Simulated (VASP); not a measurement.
Crystal: WS2.

```
CELL_PARAMETERS angstrom
3.18000 0.00000 0.00000
-1.59000 2.75396 0.00000
0.00000 0.00000 12.50000
ATOMIC_POSITIONS crystal
W 0.33333 0.66667 0.25000
W 0.66667 0.33333 0.75000
S 0.33333 0.66667 0.62000
S 0.66667 0.33333 0.12000
S 0.33333 0.66667 0.88000
S 0.66667 0.33333 0.38000
```

Base run:

- Program: VASP 6.6.1
- Functional: PBEsol
- Potentials or basis: VASP PAW PBE potentials, release 64 (W_sv, S)
- Cutoff: 500 eV
- k mesh: 8 × 8 × 2
- Occupations: gaussian, width 0.05 eV
- Spin: collinear spin
- Starting moments: [1.8, 1.8, 0.0, 0.0, 0.0, 0.0] μB
- Fixed moment: 3.6 μB

Its results: pressure 0.6 GPa; net moment 3.60 μB per cell; largest force 0.354 eV/Å.

Q: The run is repeated on the same cell with these changes: fixed moment from 3.6 μB to none; moments at the start from [1.8, 1.8, 0.0, 0.0, 0.0, 0.0] to [2.0, -2.0, 0.0, 0.0, 0.0, 0.0]. What comes out?

A: Pressure -8.6 GPa; net moment 0.00 μB per cell; largest force 1.284 eV/Å.

Caveats: the PAW data sets were made with another functional, which shifts forces and pressure a little; this functional lacks dispersion, which binds layers or chains, so the pressure and a relaxed spacing across them are unreliable; the stress differs along the axes, from -3 to 2 GPa (at least some runs); the total moment is fixed, so each spin has its own Fermi level and the state may be an excited one (at least some runs); the cell stands under tension (at least some runs).
